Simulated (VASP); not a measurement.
# SbPt (P6_3/mmc) in VASP: vibrations by perturbation theory with PBEsol

Aim: the vibrations by perturbation theory of SbPt with PBEsol.

Everything below comes from runs of VASP 6.6.1. Logs are shortened: lines on timing, memory, paths and dates and some standing lists are left out, and cuts for length are marked.

## (1) The cell of the first run

The structure is hexagonal, space group P6_3/mmc (No. 194). Conventional cell: a = 4.120 Å, b = 4.120 Å, c = 5.470 Å, α = 90.00°, β = 90.00°, γ = 120.00°. Within 3.7 Å of Sb (site symmetry -6m2) lie 6 Pt at 2.74 Å and 6 Sb at 3.62 Å. Pt (site symmetry -3m) has 2 Pt at 2.73 Å and 6 Sb at 2.74 Å within 3.6 Å.

## (2) Vibrations by perturbation theory, PBEsol

INCAR

```
ALGO = Normal
EDIFF = 1E-8
ENCUT = 520
GGA = PS
IBRION = 8
ISIF = 2
ISMEAR = 1
LASPH = T
LCHARG = F
LREAL = F
LWAVE = F
NBANDS = 23
NELM = 100
NSW = 1
PREC = Accurate
SIGMA = 0.3
```

KPOINTS

```
k-points
0
Gamma
  8 8 5
```

POSCAR

```
SbPt
1.0
    4.1200000000      0.0000000000      0.0000000000
   -2.0600000000      3.5680250000      0.0000000000
    0.0000000000      0.0000000000      5.4700000000
Sb Pt
2 2
Direct
    0.3333333333      0.6666666667      0.2500000000
    0.6666666667      0.3333333333      0.7500000000
    0.0000000000      0.0000000000      0.0000000000
    0.0000000000      0.0000000000      0.5000000000
```

Potentials or basis: VASP PAW PBE potentials, release 64 (Sb, Pt).

Command:

```sh
> cat potpaw_PBE.64/Sb/POTCAR potpaw_PBE.64/Pt/POTCAR > POTCAR
> mpirun -np 1 vasp_std > vasp.out
```

OUTCAR:

```text
EDIFF = 1E-8
   ENCUT = 520
   GGA = PS
   IBRION = 8
   ISIF = 2
   ISMEAR = 1
   LASPH = T
   LREAL = F
   NELM = 100
   NSW = 1
   PREC = Accurate

 ion  position               nearest neighbor table
   1  0.333  0.667  0.250-   3 2.74   4 2.74   3 2.74   4 2.74   3 2.74   4 2.74   2 3.62   2 3.62
                             2 3.62   2 3.62   2 3.62   2 3.62
   2  0.667  0.333  0.750-   3 2.74   4 2.74   3 2.74   4 2.74   3 2.74   4 2.74   1 3.62   1 3.62
                             1 3.62   1 3.62   1 3.62   1 3.62
   3  0.000  0.000  0.000-   4 2.73   4 2.73   1 2.74   2 2.74   2 2.74   1 2.74   2 2.74   1 2.74

   4  0.000  0.000  0.500-   3 2.73   3 2.73   1 2.74   2 2.74   2 2.74   1 2.74   2 2.74   1 2.74

  LATTYP: Found a hexagonal cell.
 ALAT       =     4.1200000000
 C/A-ratio  =     1.3276699029

  Lattice vectors:

 A1 = (   4.1200000000,   0.0000000000,   0.0000000000)
 A2 = (  -2.0600000000,   3.5680250000,   0.0000000000)
 A3 = (   0.0000000000,   0.0000000000,   5.4700000000)

Analysis of symmetry for initial positions (statically):
=====================================================================
 Subroutine PRICEL returns:
 Original cell was already a primitive cell.

 Routine SETGRP: Setting up the symmetry group for a
 hexagonal supercell.

 Subroutine GETGRP returns: Found 24 space group operations
 (whereof 12 operations were pure point group operations)
 out of a pool of 24 trial point group operations.

The static configuration has the point symmetry D_3d.
 The point group associated with its full space group is D_6h.

Analysis of symmetry for dynamics (positions and initial velocities):
=====================================================================
 Subroutine PRICEL returns:
 Original cell was already a primitive cell.

 Routine SETGRP: Setting up the symmetry group for a
 hexagonal supercell.

 Subroutine GETGRP returns: Found 24 space group operations
 (whereof 12 operations were pure point group operations)
 out of a pool of 24 trial point group operations.

The dynamic configuration has the point symmetry D_3d.
 The point group associated with its full space group is D_6h.

 Subroutine INISYM returns: Found 24 space group operations
 (whereof 12 operations are pure point group operations),
 and found     1 'primitive' translations

----------------------------------------------------------------------------------------

                                     Primitive cell

  volume of cell :      80.4104

  direct lattice vectors                    reciprocal lattice vectors
     4.120000000  0.000000000  0.000000000     0.242718447  0.140133547  0.000000000
    -2.060000000  3.568025000  0.000000000     0.000000000  0.280267095  0.000000000
     0.000000000  0.000000000  5.470000000     0.000000000  0.000000000  0.182815356

  length of vectors
     4.120000000  4.120000291  5.470000000     0.280267114  0.280267095  0.182815356

  position of ions in fractional coordinates (direct lattice)
     0.333333333  0.666666667  0.250000000
     0.666666667  0.333333333  0.750000000
     0.000000000  0.000000000  0.000000000
     0.000000000  0.000000000  0.500000000

  ion indices of the primitive-cell ions
   primitive index   ion index
                 1           1
[... 129 lines left out ...]
 cond. band min:      10.1567128678   @ k =   0.3750   0.0000   0.2000
 fundamental gap:      0.0295565684
 Fermi energy:        10.1563706361

 k-point     1 :       0.0000    0.0000    0.0000
  band No.  band energies     occupation
      1      -2.8936      2.00000
      2       1.0958      2.00000
      3       3.0200      2.00000
      4       4.0562      2.00000
      5       4.0562      2.00000
      6       4.1500      2.00000
[... 613 lines left out ...]
     22      18.4018      0.00000
     23      18.7909      0.00000

 [... further k-points ...]

------------------------ aborting loop because EDIFF is reached ----------------------------------------

  FORCE on cell =-STRESS in cart. coord.  units (eV):
  Direction    XX          YY          ZZ          XY          YZ          ZX
  --------------------------------------------------------------------------------------
  -------------------------------------------------------------------------------------
  Total        1.8114233      1.8114237      1.5147013      0.0000000      0.0000000     -0.0000000
  in kB       36.0925948     36.0926016     30.1804102      0.0000000      0.0000000     -0.0000000
  external PRESSURE =      34.1218688 kB  Pullay stress =       0.0000000 kB

 VOLUME and BASIS-vectors are now :
 -----------------------------------------------------------------------------
  energy-cutoff  :      520.00
  volume of cell :       80.41
      direct lattice vectors                 reciprocal lattice vectors
     4.120000000  0.000000000  0.000000000     0.242718447  0.140133547  0.000000000
    -2.060000000  3.568025000  0.000000000     0.000000000  0.280267095  0.000000000
     0.000000000  0.000000000  5.470000000     0.000000000  0.000000000  0.182815356

 POSITION                                       TOTAL-FORCE (eV/Angst)
 -----------------------------------------------------------------------------------
     -0.00000      2.37868      1.36750         0.000000     -0.000000      0.000000
      2.06000      1.18934      4.10250        -0.000000      0.000000      0.000000
      0.00000      0.00000      0.00000         0.000000      0.000000      0.000000
      0.00000      0.00000      2.73500         0.000000      0.000000      0.000000
 -----------------------------------------------------------------------------------
    total drift:                                0.000000     -0.000000      0.000000

  FREE ENERGIE OF THE ION-ELECTRON SYSTEM (eV)
  ---------------------------------------------------
  free  energy   TOTEN  =       -24.7048055438 eV

  energy  without entropy=      -24.6913056912  energy(sigma->0) =      -24.70030559

[... ionic steps 2 to 9 ...]

--------------------------------------- Ionic step       10  -------------------------------------------

------------------------ aborting loop because EDIFF is reached ----------------------------------------

[... ionic steps 11 to 11 ...]

--------------------------------------- Ionic step       12  -------------------------------------------

 Free energy of the ion-electron system (eV)
  ---------------------------------------------------
  ---------------------------------------------------
  free energy    TOTEN  =        -0.26605049 eV

  energy without entropy =       -0.26605049

------------------------ aborting loop because EDIFF is reached ----------------------------------------

 INTERNAL STRAIN TENSOR  FOR ION    3  DIRECTION 3   (eV/Angst):
 -----------------------------------------------------------------------------
     0.00164  0.00000 -0.00000
     0.00000  0.00164 -0.00000
     0.00000 -0.00000  0.01316

 INTERNAL STRAIN TENSOR FOR ION    4 for displacements in x,y,z  (eV/Angst):
          X           Y           Z          XY          YZ          ZX
  --------------------------------------------------------------------------------
  x     0.00000     0.00000     0.00000     0.00000     0.00000     0.00000
  y     0.00000     0.00000     0.00000     0.00000     0.00000     0.00000
  z     0.00000     0.00000     0.00000     0.00000     0.00000     0.00000

 SECOND DERIVATIVES (NOT SYMMETRIZED)
 ------------------------------------
               1X          1Y          1Z          2X          2Y          2Z          3X          3Y          3Z          4X          4Y          4Z
  1X    -7.973993    0.000000    0.000000    1.184384   -0.000000    0.000000    3.394805    0.000000    0.000000    3.394805    0.000000    0.000000
  1Y     0.000000   -7.973995    0.000000    0.000000    1.184384    0.000000    0.000000    3.394805   -0.000000    0.000000    3.394805    0.000000
  1Z     0.000000   -0.000000   -6.397395   -0.000000   -0.000000    2.863895    0.000000   -0.000000    1.766750    0.000000    0.000000    1.766750
  2X     1.184384   -0.000000    0.000000   -7.973993    0.000000    0.000000    3.394805    0.000000    0.000000    3.394805    0.000000    0.000000
  2Y     0.000000    1.184384    0.000000    0.000000   -7.973995    0.000000    0.000000    3.394805   -0.000000    0.000000    3.394805    0.000000
  2Z    -0.000000   -0.000000    2.863895    0.000000   -0.000000   -6.397395    0.000000   -0.000000    1.766750    0.000000    0.000000    1.766750
  3X     3.393764    0.000000    0.000000    3.393764    0.000000    0.000000   -4.730401    0.000000    0.000000   -2.057126    0.000000    0.000000
  3Y     0.000000    3.393764    0.000000    0.000000    3.393764    0.000000    0.000000   -4.730402    0.000000    0.000000   -2.057127    0.000000
  3Z     0.000000    0.000000    1.767268    0.000000    0.000000    1.767268    0.000000    0.000000  -14.745208    0.000000    0.000000   11.210672
  4X     3.393764    0.000000    0.000000    3.393764    0.000000    0.000000   -2.057126    0.000000    0.000000   -4.730401    0.000000    0.000000
  4Y     0.000000    3.393764    0.000000    0.000000    3.393764    0.000000    0.000000   -2.057127    0.000000    0.000000   -4.730402    0.000000
  4Z    -0.000000    0.000000    1.767268   -0.000000    0.000000    1.767268    0.000000   -0.000000   11.210672    0.000000    0.000000  -14.745208

 Eigenvectors and eigenvalues of the dynamical matrix
 ----------------------------------------------------

   1 f  =    5.702460 THz    35.829612 2PiTHz  190.213585 cm-1    23.583468 meV
             X         Y         Z           dx          dy          dz
     -0.000000  2.378683  1.367500     0.000000    0.000000    0.000000
      2.060000  1.189342  4.102500     0.000000    0.000000    0.000000
      0.000000  0.000000  0.000000    -0.000000   -0.000000   -0.707107
      0.000000  0.000000  2.735000    -0.000000   -0.000000    0.707107
[... 71 lines left out ...]
  12 f/i=    0.000351 THz     0.002205 2PiTHz    0.011705 cm-1     0.001451 meV
             X         Y         Z           dx          dy          dz
     -0.000000  2.378683  1.367500    -0.084092    0.430151   -0.000000
      2.060000  1.189342  4.102500    -0.084092    0.430151   -0.000000
      0.000000  0.000000  0.000000    -0.106461    0.544577   -0.000000
      0.000000  0.000000  2.735000    -0.106461    0.544577   -0.000000

--------------------------------------------------------------------------------------------------------

 ELASTIC MODULI CONTR FROM IONIC RELAXATION (kBar)
 Direction    XX          YY          ZZ          XY          YZ          ZX
 --------------------------------------------------------------------------------
 XX        -240.8910    240.8911     -0.0000     -0.0000      0.0000      0.0000
 YY         240.8911   -240.8911      0.0000      0.0000      0.0000      0.0000
 ZZ          -0.0000      0.0000     -0.0000     -0.0000      0.0000      0.0000
 XY          -0.0000      0.0000     -0.0000   -240.8911      0.0000      0.0000
 YZ           0.0000      0.0000      0.0000      0.0000      0.0000      0.0000
 ZX           0.0000      0.0000      0.0000      0.0000      0.0000      0.0000
 --------------------------------------------------------------------------------
```

It took 17 min on 1 thread of AMD EPYC 7R13, shared host; peak memory 0.49 GiB.

Results:

| Quantity | Value |
| --- | --- |
| Highest phonon frequency at Γ | 190 cm⁻¹ |

Phonon frequencies in cm⁻¹ (negative: imaginary):
```
              q point                              frequencies
(0.000, 0.000, 0.000)  0 0 0 61 61 113 143 143 144 157 157 190
```

Caveat: the cell stands under pressure or tension, which shifts response properties; the PAW data sets were made with another functional, which shifts forces and pressure a little; spin-orbit coupling is left out, which moves the levels of the heavy elements.
